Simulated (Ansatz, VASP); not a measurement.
## RbLa2Cl2 in VASP and in Ansatz

```
CELL_PARAMETERS angstrom
-3.03725 3.03725 5.19695
3.03725 -3.03725 5.19695
3.03725 3.03725 -5.19695
ATOMIC_POSITIONS crystal
Rb 0.00000 0.00000 0.00000
La 0.34857 0.34857 0.00000
La 0.65143 0.65143 0.00000
Cl 0.50000 0.00000 0.50000
Cl 0.00000 0.50000 0.50000
```

Alike in both runs: task relaxation of cell and atoms; functional PBE; k mesh 4 × 4 × 4; occupations gaussian, width 0.1 eV; no spin polarisation.

|  | VASP | Ansatz |
| --- | --- | --- |
| version | VASP 6.6.1 | Ansatz 0.2.0 |
| potentials or method | VASP PAW PBE potentials, release 64 (Rb_sv, La, Cl), cutoff 600 eV | scalar-relativistic, plane waves, PAW |
| valence electrons in the cell | 45 | 45 |

|  | VASP | Ansatz | Ansatz less VASP |
| --- | --- | --- | --- |
| gap on the k mesh at the Fermi level, each at its own relaxed structure (eV) | none | none | - |
| relaxed volume (Å³/atom) | 40.44 | 41.19 | +0.748 |
| relaxed length of the cell vector where the two differ most in proportion (Å) | 7.374 | 7.264 | -0.1103 |

A gap of «none» marks a metal or a gap that the smearing closes.

The k mesh is coarse, so the values compare programs but aren't converged. Neither program's run includes spin-orbit coupling.
